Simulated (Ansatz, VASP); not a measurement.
AlSi48H25C3 in VASP and in Ansatz

```
Si H Al C
1.0
     7.68059    7.68059    0.00000
    -7.68059    7.68059    0.00000
     0.00000    0.00000   23.42765
Si H Al C
48 25 1 3
Direct
  0.68769 0.31241 0.40939
  0.81471 0.68257 0.40914
  0.05099 0.94937 0.43039
  0.31804 0.18563 0.40974
  0.96367 0.54073 0.43748
  0.20657 0.79145 0.42873
  0.46023 0.03664 0.43828
  0.54199 0.45864 0.43913
  0.87622 0.38881 0.37717
  0.88608 0.87150 0.37552
  0.12917 0.11444 0.37577
  0.38877 0.37612 0.37791
  0.11498 0.63050 0.37659
  0.36949 0.88503 0.37772
  0.61093 0.12390 0.37715
  0.62421 0.61148 0.37767
  0.00008 0.25047 0.32396
  0.00317 0.74870 0.31175
  0.25142 0.99632 0.31229
  0.49939 0.25015 0.31247
  0.24958 0.50046 0.32498
  0.49907 0.75062 0.32526
  0.74946 0.00024 0.32396
  0.75012 0.50046 0.31238
  0.87353 0.12656 0.26448
  0.87634 0.62441 0.25663
  0.12448 0.87574 0.25566
  0.37554 0.12329 0.25693
  0.12699 0.37372 0.26456
  0.37376 0.62630 0.26503
  0.62601 0.87314 0.26471
  0.62322 0.37675 0.25656
  0.75098 0.24904 0.20258
  0.74857 0.75135 0.20251
  0.99637 0.00372 0.20252
  0.24878 0.25104 0.20255
  0.00353 0.49675 0.20277
  0.25204 0.74800 0.20224
  0.50319 0.99654 0.20282
  0.49606 0.50403 0.20266
  0.87500 0.37500 0.14551
  0.87500 0.87500 0.14551
  0.12500 0.12500 0.14551
  0.37500 0.37500 0.14551
  0.12500 0.62500 0.14551
  0.37500 0.87500 0.14551
  0.62500 0.12500 0.14551
  0.62500 0.62500 0.14551
  0.95163 0.29837 0.10671
  0.79837 0.45163 0.10671
  0.95163 0.79837 0.10671
  0.79837 0.95163 0.10671
  0.20163 0.04837 0.10671
  0.04837 0.20163 0.10671
  0.45163 0.29837 0.10671
  0.29837 0.45163 0.10671
  0.20163 0.54837 0.10671
  0.04837 0.70163 0.10671
  0.45163 0.79837 0.10671
  0.29837 0.95163 0.10671
  0.70163 0.04837 0.10671
  0.54837 0.20163 0.10671
  0.70163 0.54837 0.10671
  0.54837 0.70163 0.10671
  0.19214 0.49876 0.51759
  0.35453 0.50916 0.52335
  0.26212 0.52397 0.58561
  0.35378 0.81575 0.61864
  0.21322 0.88923 0.60071
  0.34910 0.92888 0.56335
  0.96113 0.92200 0.52785
  0.07998 0.03542 0.52836
  0.93113 0.07275 0.50127
  0.26135 0.72455 0.52585
  0.26708 0.54678 0.53996
  0.29908 0.85140 0.58278
  0.00089 0.99983 0.50427
```

Alike in both runs: task single point; functional LDA; k mesh 1 × 1 × 1; occupations gaussian, width 0.03 eV; no spin polarisation.

|  | VASP | Ansatz |
| --- | --- | --- |
| version | VASP 6.6.1 | Ansatz 0.2.0 |
| potentials or method | VASP PAW LDA potentials, release 64 (Si, H, Al, C) | scalar-relativistic, plane waves, PAW |
| plane-wave cutoff (eV) | 520 | 420 |
| valence electrons in the cell | 232 | 232 |

```csv
,VASP,Ansatz,Ansatz less VASP
rms of the force components (eV/Å),0.109,0.107,-0.0011
```

LDA's correlation is that of Perdew and Zunger in VASP and of Perdew and Wang (1992) in Ansatz.
